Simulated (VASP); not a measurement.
# Mo (Im-3m) in VASP: a series of runs

The runs below take Mo through single point, relaxation of cell and atoms, with RPBE.

Everything below comes from runs of VASP 6.6.1. Logs are shortened: lines on timing, memory, paths and dates and some standing lists are left out, and cuts for length are marked.

### 1 The cell of the first run

The structure is cubic, space group Im-3m (No. 229). Conventional cell: a = 3.177 Å, b = 3.177 Å, c = 3.177 Å, α = 90.00°, β = 90.00°, γ = 90.00°. Within 3.6 Å of Mo (site symmetry m-3m) lie 14 Mo at 2.75 to 3.18 Å.

### 2 Single point, RPBE

Contents of INCAR:

```
SYSTEM = Mo
PREC = Accurate
ENCUT = 520
EDIFF = 1E-6
ISMEAR = -1
SIGMA = 0.1
LREAL = .False.
LASPH = .True.
NELM = 80
ALGO = Normal
ISIF = 2
LWAVE = .False.
LCHARG = .False.
GGA = RP
NBANDS = 13
```

Contents of KPOINTS:

```
regular mesh
0
Gamma
  14 14 14
  0 0 0
```

Contents of POSCAR:

```
Mo
1.0
   -1.5884918255      1.5884918255      1.5884918255
    1.5884918255     -1.5884918255      1.5884918255
    1.5884918255      1.5884918255     -1.5884918255
Mo
1
Direct
    0.0000000000      0.0000000000      0.0000000000
```

Potentials or basis: VASP PAW PBE potentials, release 64 (Mo_sv).

Launch:

```sh
cat potpaw_PBE.64/Mo_sv/POTCAR > POTCAR
mpirun -np 1 vasp_std > vasp.out
```

OUTCAR:

```text
SYSTEM = Mo
   PREC = Accurate
   ENCUT = 520
   EDIFF = 1E-6
   ISMEAR = -1
   LREAL = .False.
   LASPH = .True.
   NELM = 80
   ISIF = 2
   GGA = RP

 ion  position               nearest neighbor table
   1  0.000  0.000  0.000-

  LATTYP: Found a body centered cubic cell.
 ALAT       =     3.1769836510

  Lattice vectors:

 A1 = (  -1.5884918255,   1.5884918255,   1.5884918255)
 A2 = (   1.5884918255,  -1.5884918255,   1.5884918255)
 A3 = (   1.5884918255,   1.5884918255,  -1.5884918255)

Analysis of symmetry for initial positions (statically):
=====================================================================
 Subroutine PRICEL returns:
 Original cell was already a primitive cell.

 Routine SETGRP: Setting up the symmetry group for a
 body centered cubic supercell.

 Subroutine GETGRP returns: Found 48 space group operations
 (whereof 48 operations were pure point group operations)
 out of a pool of 48 trial point group operations.

The static configuration has the point symmetry O_h .

Analysis of symmetry for dynamics (positions and initial velocities):
=====================================================================
 Subroutine PRICEL returns:
 Original cell was already a primitive cell.

 Routine SETGRP: Setting up the symmetry group for a
 body centered cubic supercell.

 Subroutine GETGRP returns: Found 48 space group operations
 (whereof 48 operations were pure point group operations)
 out of a pool of 48 trial point group operations.

The dynamic configuration has the point symmetry O_h .

 Subroutine INISYM returns: Found 48 space group operations
 (whereof 48 operations are pure point group operations),
 and found     1 'primitive' translations

----------------------------------------------------------------------------------------

                                     Primitive cell

  volume of cell :      16.0330

  direct lattice vectors                    reciprocal lattice vectors
    -1.588491826  1.588491826  1.588491826     0.000000000  0.314763974  0.314763974
     1.588491826 -1.588491826  1.588491826     0.314763974  0.000000000  0.314763974
     1.588491826  1.588491826 -1.588491826     0.314763974  0.314763974  0.000000000

  length of vectors
     2.751348549  2.751348549  2.751348549     0.445143481  0.445143481  0.445143481

  position of ions in fractional coordinates (direct lattice)
     0.000000000  0.000000000  0.000000000
[... 81 lines left out ...]
   NFREE  =      0    steps in history (QN), initial steepest desc. (CG)
   ISIF   =      2    stress and relaxation
   ISYM   =      2    0-nonsym 1-usesym 2-fastsym
   POTIM  = 0.5000    time-step for ionic-motion
   TEBEG  =    0.0;   TEEND  =   0.0 temperature during run
   PSTRESS=    0.0 pullay stress
   NELECT =      14.0000    total number of electrons
   NUPDOWN=      -1.0000    fix difference up-down
   EMIN   =  10.00;   EMAX   =-10.00  energy-range for DOS
   EFERMI =   0.00;   METHOD = LEGACY
   ISMEAR =    -1;   SIGMA  =   0.10  broadening in eV -4-tet -1-fermi 0-gaus
   EFERMI_NEDOS =   21; number of points for ismear=-14 and -15
   IALGO  =     38    algorithm
   IMIX   =      4    mixing-type and parameters
     AMIX     =   0.40;   BMIX     =  1.00
     AMIX_MAG =   1.60;   BMIX_MAG =  1.00
  volume/ion in A,a.u.               =      16.03       108.20
  Fermi-wavevector in a.u.,A,eV,Ry     =   1.564753  2.956955 33.313222  2.448453
  Thomas-Fermi vector in A             =   2.667330
   LORBIT       =      0    0 simple, 1 ext, 2 COOP (PROOUT), +10 PAW based schemes
   GGA     = RP    functional components
   LHFCALC =     F    Hartree Fock is set to
   AEXX    =    0.0000 exact exchange contribution
   IVDW    =     0    specifies the selected vdW correction
   LEPSILON=     F    determine dielectric tensor
   LRPA    =     F    only Hartree local field effects (RPA)
 non-spin polarized calculation
  energy-cutoff  :      520.00
  volume of cell :       16.03
 maximum number of plane-waves:       444
   NGX = 11   NGY = 11   NGZ = 11

 number of electron      14.0000006 magnetization

 Free energy of the ion-electron system (eV)
  ---------------------------------------------------
  ext. energy  EPLUGINS =         0.00000000
  ---------------------------------------------------
  free energy    TOTEN  =       -10.36473290 eV

  energy without entropy =      -10.33669265  energy(sigma->0) =      -10.35071277

 E-fermi :  12.2809     XC(G=0): -13.1826

 val. band max:       12.2788073903   @ k =  -0.2857   0.3571   0.2143
 cond. band min:      12.2905433023   @ k =  -0.2857   0.3571   0.1429
 fundamental gap:      0.0117359120
 Fermi energy:        12.2809225786

 k-point     1 :       0.0000    0.0000    0.0000
  band No.  band energies     occupation
      1     -49.0428      2.00000
      2     -22.3652      2.00000
      3     -22.3652      2.00000
      4     -22.3652      2.00000
      5       5.1282      2.00000
      6      10.9397      2.00000
      7      10.9397      2.00000
      8      10.9397      2.00000
      9      13.8792      0.00000
     10      13.8792      0.00000
     11      27.0460      0.00000
     12      27.0460      0.00000
     13      27.0460      0.00000
[... 354 lines left out ...]
  band No.  band energies     occupation
      1     -48.7760      2.00000
      2     -23.3539      2.00000
      3     -23.1564      2.00000
      4     -22.5260      2.00000
      5       8.5101      2.00000
      6       9.6583      2.00000
      7      10.3779      2.00000
      8      14.0834      0.00000
      9      14.5498      0.00000
     10      21.3568      0.00000
     11      22.1874      0.00000
     12      23.4689      0.00000
     13      29.2268      0.00000

 [... further k-points ...]

------------------------ aborting loop because EDIFF is reached ----------------------------------------

  FORCE on cell =-STRESS in cart. coord.  units (eV):
  Direction    XX          YY          ZZ          XY          YZ          ZX
  --------------------------------------------------------------------------------------
  -------------------------------------------------------------------------------------
  Total        0.0480519      0.0480519      0.0480519     -0.0000000      0.0000000      0.0000000
  in kB        4.8018198      4.8018198      4.8018198     -0.0000000      0.0000000      0.0000000
  external PRESSURE =       4.8018198 kB  Pullay stress =       0.0000000 kB

 VOLUME and BASIS-vectors are now :
 -----------------------------------------------------------------------------
  energy-cutoff  :      520.00
  volume of cell :       16.03
      direct lattice vectors                 reciprocal lattice vectors
    -1.588491826  1.588491826  1.588491826     0.000000000  0.314763974  0.314763974
     1.588491826 -1.588491826  1.588491826     0.314763974  0.000000000  0.314763974
     1.588491826  1.588491826 -1.588491826     0.314763974  0.314763974  0.000000000

 POSITION                                       TOTAL-FORCE (eV/Angst)
 -----------------------------------------------------------------------------------
      0.00000      0.00000      0.00000        -0.000000      0.000000     -0.000000
 -----------------------------------------------------------------------------------
    total drift:                                0.000000      0.000000      0.000000

  FREE ENERGIE OF THE ION-ELECTRON SYSTEM (eV)
  ---------------------------------------------------
  free  energy   TOTEN  =       -10.3647328993 eV

  energy  without entropy=      -10.3366926478  energy(sigma->0) =      -10.35071277
```

OSZICAR:

```text
N       E                     dE             d eps       ncg     rms          rms(c)
DAV:   1     0.931968832148E+02    0.93197E+02   -0.80689E+03  2741   0.110E+03
DAV:   2    -0.984348059532E+01   -0.10304E+03   -0.99625E+02  3104   0.311E+02
DAV:   3    -0.109996696629E+02   -0.11562E+01   -0.11530E+01  3039   0.328E+01
DAV:   4    -0.110023844793E+02   -0.27148E-02   -0.27148E-02  3004   0.192E+00
DAV:   5    -0.110024030663E+02   -0.18587E-04   -0.18587E-04  3099   0.141E-01    0.134E+01
DAV:   6    -0.104418341686E+02    0.56057E+00   -0.72291E-01  2784   0.104E+01    0.357E+00
DAV:   7    -0.103669625236E+02    0.74872E-01   -0.14975E-01  2969   0.455E+00    0.995E-01
DAV:   8    -0.103645987255E+02    0.23638E-02   -0.45439E-03  2809   0.862E-01    0.187E-01
DAV:   9    -0.103647184392E+02   -0.11971E-03   -0.16182E-04  3119   0.163E-01    0.720E-02
DAV:  10    -0.103647325716E+02   -0.14132E-04   -0.21580E-05  2824   0.553E-02    0.672E-03
DAV:  11    -0.103647328993E+02   -0.32765E-06   -0.16082E-07  1717   0.433E-03
   1 F= -.10364733E+02 E0= -.10350713E+02  d E =-.280403E-01
```

stdout:

```text
POSCAR found type information on POSCAR Mo
 POSCAR found :  1 types and       1 ions
 scaLAPACK will be used
 -----------------------------------------------------------------------------
|                                                                             |
|                                                                             |
|     You enforced a specific xc type in the INCAR file but a different       |
|     I HOPE YOU KNOW WHAT YOU ARE DOING!                                     |
|                                                                             |
 -----------------------------------------------------------------------------

 LDA part: xc-table for (Slater+PW92), standard interpolation
 POSCAR, INCAR and KPOINTS ok, starting setup
 FFT: planning ... GRIDC
 FFT: planning ... GRID_SOFT
 FFT: planning ... GRID
 WAVECAR not read
 entering main loop
```

Run time: 11 s. Hardware: 1 thread of Intel Xeon 6975P-C (Granite Rapids), shared host; peak memory 0.13 GiB.

Results:

* Free energy: -10.3647 eV
* Pressure: 0.5 GPa
* Band gap on the k mesh: zero (band 7 reaches 16.08 eV, above the bottom of band 8 at 10.94 eV)

Levels at points of the mesh, in eV from the Fermi level:
```tsv
k point	band 3	band 4	band 5	band 6	band 7	band 8	band 9	band 10	band 11	band 12
(0.00, 0.00, 0.00)	-34.65	-34.65	-7.15	-1.34	-1.34	-1.34	1.60	1.60	14.77	14.77
(0.50, 0.00, 0.00)	-35.06	-34.66	-5.19	-3.31	1.51	1.61	2.22	4.52	11.25	11.89
(0.50, 0.50, 0.50)	-35.54	-35.54	-5.26	-5.26	3.80	3.80	3.80	8.86	8.86	8.86
```

Caveat: the PAW data sets were made with another functional, which shifts forces and pressure a little.

### 3 Relaxation of cell and atoms, RPBE

This run uses another cell than the first one, of 15.59 Å³/atom, 0.972 times its volume.

Contents of INCAR:

```
SYSTEM = Mo
PREC     = Accurate       ! precision mode
ENCUT    = 600            ! plane-wave cutoff, eV
EDIFF    = 1E-7           ! SCF threshold, eV
ISMEAR   = -1             ! smearing method
SIGMA    = 0.1            ! smearing width, eV
LREAL    = .False.        ! projectors in reciprocal space
LASPH    = .True.         ! aspherical terms in the spheres
NELM     = 80             ! most SCF steps
ALGO     = Normal         ! electronic algorithm
ISIF     = 3              ! what is computed and relaxed
LWAVE    = .False.        ! write WAVECAR
LCHARG   = .False.        ! write CHGCAR
GGA      = RP             ! functional
IBRION   = 2              ! ionic algorithm
NSW      = 80             ! ionic steps
EDIFFG   = -0.01          ! ionic threshold
```

KPOINTS is that of step 2.

Contents of POSCAR:

```
Mo
1.0
   -1.5736500000      1.5736500000      1.5736500000
    1.5736500000     -1.5736500000      1.5736500000
    1.5736500000      1.5736500000     -1.5736500000
Mo
1
Direct
    0.0000000000      0.0000000000      0.0000000000
```

Potentials or basis: VASP PAW PBE potentials, release 64 (Mo_sv).

Launch:

```sh
cat potpaw_PBE.64/Mo_sv/POTCAR > POTCAR
mpirun -np 1 vasp_std > vasp.out
```

OUTCAR:

```text
SYSTEM = Mo
   PREC = Accurate
   ENCUT = 600
   EDIFF = 1E-7
   ISMEAR = -1
   LREAL = .False.
   LASPH = .True.
   NELM = 80
   ISIF = 3
   GGA = RP
   IBRION = 2
   NSW = 80
   EDIFFG = -0.01

 ion  position               nearest neighbor table
   1  0.000  0.000  0.000-

  LATTYP: Found a body centered cubic cell.
 ALAT       =     3.1473000000

  Lattice vectors:

 A1 = (  -1.5736500000,   1.5736500000,   1.5736500000)
 A2 = (   1.5736500000,  -1.5736500000,   1.5736500000)
 A3 = (   1.5736500000,   1.5736500000,  -1.5736500000)

Analysis of symmetry for initial positions (statically):
=====================================================================
 Subroutine PRICEL returns:
 Original cell was already a primitive cell.

 Routine SETGRP: Setting up the symmetry group for a
 body centered cubic supercell.

 Subroutine GETGRP returns: Found 48 space group operations
[... 9 lines left out ...]

 Routine SETGRP: Setting up the symmetry group for a
 body centered cubic supercell.

 Subroutine GETGRP returns: Found 48 space group operations
[... 11 lines left out ...]
                                     Primitive cell

[... 144 lines left out ...]
  -------------------------------------------------------------------------------------
  Total        0.7629851      0.7629851      0.7629851      0.0000000      0.0000000      0.0000000
  in kB       78.4227764     78.4227764     78.4227764      0.0000000      0.0000000      0.0000000
  external PRESSURE =      78.4227764 kB  Pullay stress =       0.0000000 kB
[... 92 lines left out ...]
--------------------------------------- Ionic step        4  -------------------------------------------

 number of electron      14.0000001 magnetization

 Free energy of the ion-electron system (eV)
  ---------------------------------------------------
  ext. energy  EPLUGINS =         0.00000000
  ---------------------------------------------------
  free energy    TOTEN  =       -10.36460936 eV

  energy without entropy =      -10.33658963  energy(sigma->0) =      -10.35059950

 E-fermi :  12.2576     XC(G=0): -13.1741

 val. band max:       12.2556851532   @ k =  -0.2857   0.3571   0.2143
 cond. band min:      12.2676349233   @ k =  -0.2857   0.3571   0.1429
 fundamental gap:      0.0119497702
 Fermi energy:        12.2575737483

 k-point     1 :       0.0000    0.0000    0.0000
  band No.  band energies     occupation
      1     -49.0658      2.00000
      2     -22.3921      2.00000
      3     -22.3921      2.00000
      4     -22.3921      2.00000
      5       5.1105      2.00000
      6      10.9192      2.00000
      7      10.9192      2.00000
      8      10.9192      2.00000
      9      13.8533      0.00000
     10      13.8533      0.00000
     11      27.0207      0.00000
[... 309 lines left out ...]
 k-point    24 :       0.3571    0.2857    0.0000
  band No.  band energies     occupation
      1     -48.8007      2.00000
      2     -23.3760      2.00000
      3     -23.1794      2.00000
      4     -22.5520      2.00000
      5       8.4938      2.00000
      6       9.6393      2.00000
      7      10.3570      2.00000
      8      14.0566      0.00000
      9      14.5218      0.00000
     10      21.3181      0.00000
     11      22.1488      0.00000

 [... further k-points ...]
[... 5 lines left out ...]
  --------------------------------------------------------------------------------------
  -------------------------------------------------------------------------------------
  Total       -0.0010845     -0.0010845     -0.0010845      0.0000000     -0.0000000      0.0000000
  in kB       -0.1082111     -0.1082111     -0.1082111      0.0000000     -0.0000000      0.0000000
  external PRESSURE =      -0.1082111 kB  Pullay stress =       0.0000000 kB
[... 16 lines left out ...]
  FREE ENERGIE OF THE ION-ELECTRON SYSTEM (eV)
  ---------------------------------------------------
  free  energy   TOTEN  =       -10.3646093625 eV

  energy  without entropy=      -10.3365896282  energy(sigma->0) =      -10.35059950

 reached required accuracy - stopping structural energy minimisation
```

It took 36 s on 1 thread of Intel Xeon 6975P-C (Granite Rapids), shared host; peak memory 0.16 GiB.

Results:

```yaml
Free_energy: -10.3646 eV
Relaxed_volume: 16.06 Å³/atom
Relaxed_cell: a = 2.753 Å, b = 2.753 Å, c = 2.753 Å, α = 109.47°, β = 109.47°, γ = 109.47°
Space_group_after_relaxing_to_0.05_Å: Im-3m (No. 229)
Energy_gained_by_relaxing: 11.1 meV/atom
Ionic_steps: 4
Pressure_after_relaxing: 0.0 GPa
Band_gap_on_the_k_mesh: zero (band 7 reaches 16.05 eV, above the bottom of band 8 at 10.92 eV)
```

The path:
```tsv
step	energy change (eV)	largest force (eV/Å)	pressure (GPa)	volume (Å³)
1	0.0000	0.0000	7.84	15.59
2	0.0620	0.0000	-16.57	17.37
3	-0.0111	0.0000	-0.21	16.07
4	-0.0111	0.0000	-0.01	16.06
```

Final structure:
```
Mo
1.0
    -1.58927    1.58927    1.58927
     1.58927   -1.58927    1.58927
     1.58927    1.58927   -1.58927
Mo
1
Direct
  0.00000 0.00000 0.00000
```

Caveat: the PAW data sets were made with another functional, which shifts forces and pressure a little. RPBE and its kin give volumes clearly too large for solids.

### 4 Single point, RPBE (volume scaled by 0.88)

Contents of INCAR:

```
PREC = Accurate
ENCUT = 520
EDIFF = 1E-6
ISMEAR = -1
SIGMA = 0.1
LREAL = F
LASPH = T
NELM = 100
ALGO = Normal
ISIF = 2
LWAVE = F
LCHARG = F
GGA = RP
NBANDS = 13
```

Contents of KPOINTS:

```
regular mesh
0
Gamma
  23 23 23
```

Contents of POSCAR:

```
Mo
1.0
   -1.5222262551      1.5222262551      1.5222262551
    1.5222262551     -1.5222262551      1.5222262551
    1.5222262551      1.5222262551     -1.5222262551
Mo
1
Direct
    0.0000000000      0.0000000000      0.0000000000
```

Launch:

```sh
cat potpaw_PBE.64/Mo_sv/POTCAR > POTCAR
mpirun -np 1 vasp_std > vasp.out
```

Run time: 32 s. Hardware: 1 thread of Intel Xeon 6975P-C (Granite Rapids), shared host; peak memory 0.17 GiB.

The run converged. Its results:

```
Free energy            : -10.1473 eV
Pressure               : 41.6 GPa
Band gap on the k mesh : zero (band 7 reaches 18.82 eV, above the bottom of band 8 at 12.80 eV)
```

Levels at points of the mesh, in eV from the Fermi level:
| k point | band 5 | band 6 | band 7 | band 8 | band 9 | band 10 |
| --- | --- | --- | --- | --- | --- | --- |
| (0.00, 0.00, 0.00) | -7.55 | -1.61 | -1.61 | -1.61 | 1.82 | 1.82 |

Caveat: the cell differs from its parent crystal (volume scaled by 0.88); the PAW data sets were made with another functional, which shifts forces and pressure a little.

(Part 1 of 2 ends here.)
